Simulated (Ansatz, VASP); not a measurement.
## MgS: VASP beside Ansatz

Contents of INCAR:

```
SYSTEM = MgS
ALGO = Normal ; EDIFF = 1E-8
ENCUT = 520 ; GGA = PS
ISIF = 2 ; ISMEAR = -1
LASPH = .TRUE. ; LCHARG = .FALSE.
LEFG = .TRUE. ; LREAL = .FALSE.
LWAVE = .FALSE. ; NBANDS = 11
NELM = 60 ; PREC = Accurate
SIGMA = 0.03
```

KPOINTS

```
k-points
0
G
  10 10 10
  0 0 0
```

File POSCAR:

```
MgS
1.0
    0.0520330000      2.6276665000      2.6276665000
    2.6276665000      0.0520330000      2.6276665000
    2.6276665000      2.6276665000      0.0520330000
Mg S
1 1
Direct
    0.0000000000      0.0000000000      0.0000000000
    0.5000000000      0.5000000000      0.5000000000
```

Input for Ansatz:

```yaml
crystal:
  lattice:
    - [0.052033, 2.6276665, 2.6276665]
    - [2.6276665, 0.052033, 2.6276665]
    - [2.6276665, 2.6276665, 0.052033]
  atoms:
    - { symbol: Mg, position: [0.0, 0.0, 0.0] }
    - { symbol: S, position: [0.5, 0.5, 0.5] }
kpoints:
  mp_grid: { grid: [10, 10, 10] }
scf:
  occupations: { method: fermi_dirac, width: 0.03 }
hamiltonian:
  xc: pbesol
  pseudopotentials: { kind: all_electron, datasets: crystal }
output:
  forces: true
  stress: true
  eigenvalues: true
  efg: { contact_densities: true }
```

Change from the starting cell: equal xy, yz and zx shear strains of +2 %, crystal datasets.

Alike in both runs: task electric field gradients; functional PBEsol; k mesh 10 × 10 × 10; occupations fermi-dirac, width 0.03 eV; no spin polarisation.

|  | VASP | Ansatz |
| --- | --- | --- |
| version | VASP 6.6.1 | Ansatz 0.2.0 |
| potentials or method | VASP PAW PBE potentials, release 64 (Mg, S), cutoff 520 eV | all-electron PAW with datasets made for the crystal, scalar-relativistic |

```tsv
	VASP	Ansatz	Ansatz less VASP
gap on the k mesh at the Fermi level (eV)	2.59	2.59	0.000
pressure (GPa)	-1.1	-0.9	+0.18
traceless stress, the component that is largest in VASP (GPa)	-1.10	-1.10	+0.001
size of Vzz on the site where it differs most (V/Å²)	0.7	1.0	+0.39
```

VASP's potentials were made for PBE, not for PBEsol. Ansatz ran all-electron here, and VASP with PAW potentials.
